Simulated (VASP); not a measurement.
# MoS2 (R-3m) in VASP: notebook

MoS2 is run at these levels: PBEsol; tasks: single point.

All numbers are computed with VASP 6.6.1; they aren't measurements. Logs are shortened: lines on timing, memory, paths and dates and some standing lists are left out, and cuts for length are marked.

**1. The cell of the first run**

The structure is trigonal, space group R-3m (No. 166). The conventional cell has a = 3.193 Å, b = 3.193 Å, c = 18.231 Å, α = 90.00°, β = 90.00°, γ = 120.00°. Within 3.2 Å of Mo (site symmetry -3m) lie 6 S at 2.42 Å and 6 Mo at 3.19 Å. S (site symmetry 3m) has 3 Mo at 2.42 Å and 6 S at 3.19 Å within 3.2 Å.

**2. Single point, PBEsol**

INCAR reads:

```
SYSTEM = MoS2
ALGO     = Normal         ! electronic algorithm
EDIFF    = 1E-6           ! SCF threshold, eV
ENCUT    = 500            ! plane-wave cutoff, eV
GGA      = PS             ! functional
GGA_COMPAT= .False.      
ISIF     = 2              ! what is computed and relaxed
ISMEAR   = -1             ! smearing method
LASPH    = .True.         ! aspherical terms in the spheres
LCHARG   = .True.         ! write CHGCAR
LELF     = .True.         ! ELF
LREAL    = .False.        ! projectors in reciprocal space
LVHAR    = .True.       
LWAVE    = .False.        ! write WAVECAR
NBANDS   = 20             ! bands
NELM     = 120            ! most SCF steps
PREC     = Accurate       ! precision mode
SIGMA    = 0.02           ! smearing width, eV
```

KPOINTS reads:

```
Automatic mesh
0
Gamma
  6 6 6
  0.5 0.5 0.5
```

POSCAR reads:

```
MoS2
1.0
    1.5965458369      0.9217661687      6.0769401820
   -1.5965458369      0.9217661687      6.0769401820
    0.0000000000     -1.8435323375      6.0769401820
Mo S
1 2
Direct
    0.0000000000      0.0000000000      0.0000000000
    0.7525772587      0.7525772587      0.7525772587
    0.2474227413      0.2474227413      0.2474227413
```

Potentials or basis: VASP PAW PBE potentials, release 64 (Mo_sv, S).

Run with:

```sh
$ cat potpaw_PBE.64/Mo_sv/POTCAR potpaw_PBE.64/S/POTCAR > POTCAR
$ mpirun -np 1 vasp_std > vasp.out
```

OUTCAR:

```text
SYSTEM = MoS2
   EDIFF = 1E-6
   ENCUT = 500
   GGA = PS
   ISIF = 2
   ISMEAR = -1
   LASPH = .True.
   LREAL = .False.
   NELM = 120
   PREC = Accurate

 ion  position               nearest neighbor table
   1  0.000  0.000  0.000-   2 2.42   2 2.42   3 2.42   3 2.42   2 2.42   3 2.42
   2  0.753  0.753  0.753-   1 2.42   1 2.42   1 2.42
   3  0.247  0.247  0.247-   1 2.42   1 2.42   1 2.42

  LATTYP: Found a trigonal (rhomboedric) cell.
 ALAT       =     6.3504183685
 COS(alpha) =     0.8735880579

  Lattice vectors:

 A1 = (   1.5965458369,   0.9217661687,   6.0769401820)
 A2 = (  -1.5965458369,   0.9217661687,   6.0769401820)
 A3 = (   0.0000000000,  -1.8435323375,   6.0769401820)

Analysis of symmetry for initial positions (statically):
=====================================================================
 Subroutine PRICEL returns:
 Original cell was already a primitive cell.

 Routine SETGRP: Setting up the symmetry group for a
 trigonal (rhombohedral) supercell.

 Subroutine GETGRP returns: Found 12 space group operations
 (whereof 12 operations were pure point group operations)
 out of a pool of 12 trial point group operations.

The static configuration has the point symmetry D_3d.

Analysis of symmetry for dynamics (positions and initial velocities):
=====================================================================
 Subroutine PRICEL returns:
 Original cell was already a primitive cell.

 Routine SETGRP: Setting up the symmetry group for a
 trigonal (rhombohedral) supercell.

 Subroutine GETGRP returns: Found 12 space group operations
 (whereof 12 operations were pure point group operations)
 out of a pool of 12 trial point group operations.

The dynamic configuration has the point symmetry D_3d.

 Subroutine INISYM returns: Found 12 space group operations
 (whereof 12 operations are pure point group operations),
 and found     1 'primitive' translations

----------------------------------------------------------------------------------------

                                     Primitive cell

  volume of cell :      53.6585

  direct lattice vectors                    reciprocal lattice vectors
     1.596545837  0.921766169  6.076940182     0.313176101  0.180812306  0.054852166
    -1.596545837  0.921766169  6.076940182    -0.313176101  0.180812306  0.054852166
     0.000000000 -1.843532337  6.076940182     0.000000000 -0.361624612  0.054852166

  length of vectors
     6.350418368  6.350418368  6.350418369     0.365761015  0.365761015  0.365761015

  position of ions in fractional coordinates (direct lattice)
     0.000000000  0.000000000  0.000000000
     0.752577259  0.752577259  0.752577259
     0.247422741  0.247422741  0.247422741

  ion indices of the primitive-cell ions
   primitive index   ion index
                 1           1
                 2           2
                 3           3

----------------------------------------------------------------------------------------

 KPOINTS: Automatic mesh

Automatic generation of k-mesh.
 Grid dimensions read from file:
 generate k-points for:    6    6    6

 Generating k-lattice:

  Cartesian coordinates                     Fractional coordinates (reciprocal lattice)
     0.052196017  0.030135384  0.009142028     0.166666667  0.000000000 -0.000000000
    -0.052196017  0.030135384  0.009142028     0.000000000  0.166666667 -0.000000000
     0.000000000 -0.060270769  0.009142028    -0.000000000 -0.000000000  0.166666667

  Length of vectors
     0.060960169  0.060960169  0.060960169

  Shift w.r.t. Gamma in fractional coordinates (k-lattice)
     0.500000000  0.500000000  0.500000000

 Subroutine IBZKPT returns following result:
 ===========================================

 Found     28 irreducible k-points:

 Following reciprocal coordinates:
            Coordinates               Weight
  0.083333  0.083333  0.083333      2.000000
  0.250000  0.083333  0.083333      6.000000
  0.416667  0.083333  0.083333      6.000000
 -0.416667  0.083333  0.083333      6.000000
 -0.250000  0.083333  0.083333      6.000000
 -0.083333  0.083333  0.083333      6.000000
[... 16 lines left out ...]
  0.416667  0.416667  0.250000      6.000000
 -0.416667  0.416667  0.250000     12.000000
 [... further k-points ...]
   k-points           NKPTS =     28   k-points in BZ     NKDIM =     28   number of bands    NBANDS=     20
   number of dos      NEDOS =    301   number of ions     NIONS =      3
   total plane-waves  NPLWV = 110592
   dimension x,y,z NGX =    48 NGY =   48 NGZ =   48
   dimension x,y,z NGXF=    96 NGYF=   96 NGZF=   96
   ions per type =               1   2
   NGX,Y,Z   is equivalent  to a cutoff of  12.57, 12.57, 12.57 a.u.
   NGXF,Y,Z  is equivalent  to a cutoff of  25.13, 25.13, 25.13 a.u.
 SYSTEM =  MoS2
   PREC   = accura    normal or accurate (medium, high low for compatibility)
   ISTART =      0    job   : 0-new  1-cont  2-samecut
   ICHARG =      2    charge: 1-file 2-atom 10-const
   ISPIN  =      1    spin polarized calculation?
   LNONCOLLINEAR =      F non collinear calculations
   LSORBIT =      F    spin-orbit coupling
   LASPH  =      T    aspherical Exc in radial PAW
   ENCUT  =  500.0 eV  36.75 Ry    6.06 a.u.  11.58 11.58 11.58*2*pi/ulx,y,z
   NELM   =    120;   NELMIN=  2; NELMDL= -5     # of ELM steps
   EDIFF  = 0.1E-05   stopping-criterion for ELM
   LREAL  =      F    real-space projection
   EDIFFG = 0.1E-04   stopping-criterion for IOM
   NSW    =      0    number of steps for IOM
   IBRION =     -1    ionic relax: 0-MD 1-quasi-New 2-CG
   NFREE  =      0    steps in history (QN), initial steepest desc. (CG)
   ISIF   =      2    stress and relaxation
   ISYM   =      2    0-nonsym 1-usesym 2-fastsym
   POTIM  = 0.5000    time-step for ionic-motion
   TEBEG  =    0.0;   TEEND  =   0.0 temperature during run
   PSTRESS=    0.0 pullay stress
   NELECT =      26.0000    total number of electrons
   NUPDOWN=      -1.0000    fix difference up-down
   EMIN   =  10.00;   EMAX   =-10.00  energy-range for DOS
   EFERMI =   0.00;   METHOD = LEGACY
   ISMEAR =    -1;   SIGMA  =   0.02  broadening in eV -4-tet -1-fermi 0-gaus
   EFERMI_NEDOS =   21; number of points for ismear=-14 and -15
   IALGO  =     38    algorithm
   IMIX   =      4    mixing-type and parameters
     AMIX     =   0.40;   BMIX     =  1.00
     AMIX_MAG =   1.60;   BMIX_MAG =  1.00
  volume/ion in A,a.u.               =      17.89       120.70
  Fermi-wavevector in a.u.,A,eV,Ry     =   1.285839  2.429883 22.495616  1.653381
  Thomas-Fermi vector in A             =   2.417949
   LORBIT       =      0    0 simple, 1 ext, 2 COOP (PROOUT), +10 PAW based schemes
   GGA     = PS    functional components
   LHFCALC =     F    Hartree Fock is set to
   AEXX    =    0.0000 exact exchange contribution
   IVDW    =     0    specifies the selected vdW correction
   LEPSILON=     F    determine dielectric tensor
   LRPA    =     F    only Hartree local field effects (RPA)
 non-spin polarized calculation
  energy-cutoff  :      500.00
  volume of cell :       53.66
 maximum number of plane-waves:      1373
 NGX is ok and might be reduce to    48
   NGX = 23   NGY = 23   NGZ = 23

 number of electron      26.0000001 magnetization

 Free energy of the ion-electron system (eV)
  ---------------------------------------------------
  ext. energy  EPLUGINS =         0.00000000
  ---------------------------------------------------
  free energy    TOTEN  =       -22.64223525 eV

  energy without entropy =      -22.64025716  energy(sigma->0) =      -22.64124621

 E-fermi :   7.4246     XC(G=0): -11.0252

 val. band max:        7.4100610617   @ k =   0.0833   0.0833   0.0833
 cond. band min:       7.4450086912   @ k =  -0.4167   0.4167   0.2500
 fundamental gap:      0.0349476295
 Fermi energy:         7.4245717381

 k-point     1 :       0.0833    0.0833    0.0833
  band No.  band energies     occupation
      1     -54.1173      2.00000
      2     -28.1977      2.00000
      3     -28.1287      2.00000
      4     -28.1287      2.00000
      5      -7.3945      2.00000
      6      -5.8280      2.00000
[... 12 lines left out ...]
     19      14.1425      0.00000
     20      17.1474      0.00000

 k-point     2 :       0.2500    0.0833    0.0833
  band No.  band energies     occupation
      1     -54.1083      2.00000
      2     -28.2211      2.00000
      3     -28.1795      2.00000
      4     -28.1499      2.00000
      5      -6.9522      2.00000
      6      -5.7613      2.00000
[... 12 lines left out ...]
     19      15.3253      0.00000
     20      16.5378      0.00000

 k-point     3 :       0.4167    0.0833    0.0833
  band No.  band energies     occupation
      1     -54.0901      2.00000
      2     -28.4016      2.00000
      3     -28.1919      2.00000
      4     -28.1429      2.00000
      5      -6.0631      2.00000
      6      -5.3824      2.00000
[... 12 lines left out ...]
     19      14.9190      0.00000
     20      16.0637      0.00000

 k-point     4 :      -0.4167    0.0833    0.0833
  band No.  band energies     occupation
      1     -54.0810      2.00000
      2     -28.4900      2.00000
      3     -28.2128      2.00000
      4     -28.1245      2.00000
      5      -5.7429      2.00000
      6      -4.8728      2.00000
[... 12 lines left out ...]
     19      14.0688      0.00000
     20      15.0326      0.00000

 k-point     5 :      -0.2500    0.0833    0.0833
  band No.  band energies     occupation
      1     -54.0901      2.00000
      2     -28.4016      2.00000
      3     -28.1919      2.00000
      4     -28.1429      2.00000
      5      -6.0417      2.00000
      6      -5.4197      2.00000
[... 12 lines left out ...]
     19      14.5328      0.00000
     20      16.2792      0.00000
[... 353 lines left out ...]
      6      -5.4433      2.00000
[... 12 lines left out ...]
     19      14.4590      0.00000
     20      16.2960      0.00000

 k-point    22 :      -0.2500    0.2500    0.2500
  band No.  band energies     occupation
      1     -54.0810      2.00000
      2     -28.4900      2.00000
      3     -28.2128      2.00000
      4     -28.1246      2.00000
      5      -5.6972      2.00000
      6      -4.9305      2.00000
[... 12 lines left out ...]
     19      13.5606      0.00000
     20      14.9852      0.00000

 k-point    23 :       0.4167    0.4167    0.2500
  band No.  band energies     occupation
      1     -54.1083      2.00000
      2     -28.2211      2.00000
      3     -28.1795      2.00000
      4     -28.1499      2.00000
      5      -6.7412      2.00000
      6      -6.0570      2.00000
[... 12 lines left out ...]
     19      15.5126      0.00000
     20      16.4683      0.00000

 k-point    24 :      -0.4167    0.4167    0.2500
  band No.  band energies     occupation
      1     -54.0946      2.00000
      2     -28.3395      2.00000
      3     -28.1996      2.00000
      4     -28.1519      2.00000
      5      -6.0201      2.00000
      6      -5.8197      2.00000
[... 12 lines left out ...]
     19      16.0370      0.00000
     20      16.8372      0.00000

 [... further k-points ...]

------------------------ aborting loop because EDIFF is reached ----------------------------------------

  FORCE on cell =-STRESS in cart. coord.  units (eV):
  Direction    XX          YY          ZZ          XY          YZ          ZX
  --------------------------------------------------------------------------------------
  -------------------------------------------------------------------------------------
  Total       -1.1941040     -1.1941040     -0.4286486      0.0000000      0.0000000     -0.0000000
  in kB      -35.6545014    -35.6545014    -12.7989276      0.0000000      0.0000000     -0.0000000
  external PRESSURE =     -28.0359768 kB  Pullay stress =       0.0000000 kB

 VOLUME and BASIS-vectors are now :
 -----------------------------------------------------------------------------
  energy-cutoff  :      500.00
  volume of cell :       53.66
      direct lattice vectors                 reciprocal lattice vectors
     1.596545837  0.921766169  6.076940182     0.313176101  0.180812306  0.054852166
    -1.596545837  0.921766169  6.076940182    -0.313176101  0.180812306  0.054852166
     0.000000000 -1.843532337  6.076940182     0.000000000 -0.361624612  0.054852166

 POSITION                                       TOTAL-FORCE (eV/Angst)
 -----------------------------------------------------------------------------------
      0.00000      0.00000      0.00000         0.000000     -0.000000     -0.000000
      0.00000     -0.00000     13.72010        -0.000000      0.000000     -0.108771
      0.00000     -0.00000      4.51072        -0.000000     -0.000000      0.108771
 -----------------------------------------------------------------------------------
    total drift:                               -0.000000     -0.000000      0.000000

  FREE ENERGIE OF THE ION-ELECTRON SYSTEM (eV)
  ---------------------------------------------------
  free  energy   TOTEN  =       -22.6422352539 eV

  energy  without entropy=      -22.6402571631  energy(sigma->0) =      -22.64124621
```

Run time: 2.3 min. Hardware: 1 thread of Intel Xeon 8259CL, shared host; peak memory 0.31 GiB.

What came out:

```
Free energy            : -22.6422 eV
Pressure               : -2.8 GPa
Largest force          : 0.109 eV/Å
Band gap on the k mesh : zero (bands 13 and 14 overlap by 0.61 eV)
```

Forces on the atoms (eV/Å):
```
Mo   0.000  0.000  0.000
S    0.000  0.000 -0.109
S    0.000  0.000  0.109
```

Stress tensor (GPa, compression positive):
```
-3.57  0.00  0.00
 0.00 -3.57  0.00
 0.00  0.00 -1.28
```

Levels at points of the mesh, in eV from the Fermi level:
| k point | band 10 | band 11 | band 12 | band 13 | band 14 | band 15 | band 16 | band 17 |
| --- | --- | --- | --- | --- | --- | --- | --- | --- |
| (0.08, 0.08, 0.08) | -1.77 | -0.84 | -0.79 | -0.79 | -0.01 | -0.01 | 3.36 | 3.36 |

Caveat: the k points lie up to 0.38 Å⁻¹ apart, too coarse for converged energies and pressures of a metal; the PAW data sets were made with another functional, which shifts forces and pressure a little.

**3. Single point, PBEsol**

INCAR reads:

```
SYSTEM = MoS2
  PREC = Accurate
  ENCUT = 500
  EDIFF = 1E-6
  ISMEAR = -1
  SIGMA = 0.001
  LREAL = .False.
  LASPH = .True.
  NELM = 120
  ALGO = Normal
  ISIF = 2
  LWAVE = .False.
  LCHARG = .False.
  GGA = PS
  NBANDS = 20
  GGA_COMPAT = .False.
```

KPOINTS reads:

```
regular mesh
0
Gamma
  6 6 6
  0 0 0
```

POSCAR is that of step 2.

Potentials or basis: VASP PAW PBE potentials, release 64 (Mo_sv, S).

Run with:

```sh
$ cat potpaw_PBE.64/Mo_sv/POTCAR potpaw_PBE.64/S/POTCAR > POTCAR
$ mpirun -np 1 vasp_std > vasp.out
```

OUTCAR:

```text
SYSTEM = MoS2
   PREC = Accurate
   ENCUT = 500
   EDIFF = 1E-6
   ISMEAR = -1
   LREAL = .False.
   LASPH = .True.
   NELM = 120
   ISIF = 2
   GGA = PS

 ion  position               nearest neighbor table
   1  0.000  0.000  0.000-   2 2.42   2 2.42   3 2.42   3 2.42   2 2.42   3 2.42
   2  0.753  0.753  0.753-   1 2.42   1 2.42   1 2.42
   3  0.247  0.247  0.247-   1 2.42   1 2.42   1 2.42

  LATTYP: Found a trigonal (rhomboedric) cell.
 ALAT       =     6.3504183685
 COS(alpha) =     0.8735880579

  Lattice vectors:

 A1 = (   1.5965458369,   0.9217661687,   6.0769401820)
 A2 = (  -1.5965458369,   0.9217661687,   6.0769401820)
 A3 = (   0.0000000000,  -1.8435323375,   6.0769401820)

Analysis of symmetry for initial positions (statically):
=====================================================================
 Subroutine PRICEL returns:
 Original cell was already a primitive cell.

 Routine SETGRP: Setting up the symmetry group for a
 trigonal (rhombohedral) supercell.

 Subroutine GETGRP returns: Found 12 space group operations
 (whereof 12 operations were pure point group operations)
 out of a pool of 12 trial point group operations.

The static configuration has the point symmetry D_3d.
[... 162 lines left out ...]

 E-fermi :   7.3883     XC(G=0): -11.0251

 val. band max:        7.3882780867   @ k =  -0.3333   0.5000   0.3333
 cond. band min:       7.4170065491   @ k =   0.0000   0.0000   0.0000
 fundamental gap:      0.0287284625
 Fermi energy:         7.3882915766

 k-point     1 :       0.0000    0.0000    0.0000
  band No.  band energies     occupation
      1     -54.1136      2.00000
      2     -28.1924      2.00000
      3     -28.1262      2.00000
      4     -28.1262      2.00000
      5      -7.4120      2.00000
      6      -5.8005      2.00000
[... 541 lines left out ...]
     19      14.3092      0.00000
     20      15.9620      0.00000

 [... further k-points ...]

------------------------ aborting loop because EDIFF is reached ----------------------------------------

  FORCE on cell =-STRESS in cart. coord.  units (eV):
  Direction    XX          YY          ZZ          XY          YZ          ZX
  --------------------------------------------------------------------------------------
  -------------------------------------------------------------------------------------
  Total       -1.2283348     -1.2283348     -0.3598551      0.0000000      0.0000000      0.0000000
  in kB      -36.6765913    -36.6765913    -10.7448372      0.0000000      0.0000000      0.0000000
  external PRESSURE =     -28.0326733 kB  Pullay stress =       0.0000000 kB

 VOLUME and BASIS-vectors are now :
 -----------------------------------------------------------------------------
  energy-cutoff  :      500.00
  volume of cell :       53.66
      direct lattice vectors                 reciprocal lattice vectors
     1.596545837  0.921766169  6.076940182     0.313176101  0.180812306  0.054852166
    -1.596545837  0.921766169  6.076940182    -0.313176101  0.180812306  0.054852166
     0.000000000 -1.843532337  6.076940182     0.000000000 -0.361624612  0.054852166

 POSITION                                       TOTAL-FORCE (eV/Angst)
 -----------------------------------------------------------------------------------
      0.00000      0.00000      0.00000         0.000000      0.000000     -0.000000
      0.00000     -0.00000     13.72010         0.000000      0.000000     -0.093242
      0.00000     -0.00000      4.51072         0.000000     -0.000000      0.093242
 -----------------------------------------------------------------------------------
    total drift:                               -0.000000     -0.000000      0.000000

  FREE ENERGIE OF THE ION-ELECTRON SYSTEM (eV)
  ---------------------------------------------------
  free  energy   TOTEN  =       -22.6418680345 eV

  energy  without entropy=      -22.6418283502  energy(sigma->0) =      -22.64184819
```

stdout:

```text
POSCAR found type information on POSCAR MoS
 POSCAR found :  2 types and       3 ions
 scaLAPACK will be used
 -----------------------------------------------------------------------------
|                                                                             |
|                                                                             |
|     You enforced a specific xc type in the INCAR file but a different       |
|     I HOPE YOU KNOW WHAT YOU ARE DOING!                                     |
|                                                                             |
 -----------------------------------------------------------------------------

 LDA part: xc-table for (Slater+PW92), standard interpolation
 POSCAR, INCAR and KPOINTS ok, starting setup
 FFT: planning ... GRIDC
 FFT: planning ... GRID_SOFT
 FFT: planning ... GRID
 WAVECAR not read
 entering main loop
```

Wall time 2.9 min (1 thread of Intel Xeon 8259CL, shared host); peak memory 0.31 GiB.

What came out:

```yaml
Free_energy: -22.6419 eV
Pressure: -2.8 GPa
Largest_force: 0.093 eV/Å
Band_gap_on_the_k_mesh: zero (bands 13 and 14 overlap by 0.63 eV)
```

Forces on the atoms (eV/Å):
```
Mo   0.000  0.000  0.000
S    0.000  0.000 -0.093
S    0.000  0.000  0.093
```

Caveat: the k points lie up to 0.38 Å⁻¹ apart, too coarse for converged energies and pressures of a metal; the PAW data sets were made with another functional, which shifts forces and pressure a little.

The gap in the log of VASP goes by the Fermi energy; the results here count the filled bands.